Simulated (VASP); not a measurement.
The system is BAs.

```xyz
2
Lattice="2.9570 0.0000 0.0000 0.0000 2.9570 0.0000 0.0000 0.0000 2.9570" Properties=species:S:1:pos:R:3 pbc="T T T"
B     1.4785    1.4785    1.4785
As    0.0000    0.0000    0.0000
```

Program: VASP 6.6.1. Alike in all runs: task single point; potentials or basis VASP PAW PBE potentials, release 64 (B, As); no spin polarisation; cell as given; k mesh 5 × 5 × 5; cutoff (eV) 520; smearing fermi-dirac 0.05 eV.

Order these runs on this cell by their pressure, lowest first.
A. level PBEsol-based global hybrid with 25 % exact exchange; share of exact exchange 0.25
B. level r2SCAN50; share of exact exchange 0.5
C. level PBE-based screened hybrid with 25 % exact exchange; share of exact exchange 0.25; screening parameter 0.4 1/Å
D. level HF; share of exact exchange 1

B (-13.4 GPa), A (-11.7 GPa), C (-8.1 GPa), D (-2.1 GPa).

Caveats: all runs use coarse meshes; the PAW data sets were made with another functional, which shifts forces and pressure a little.
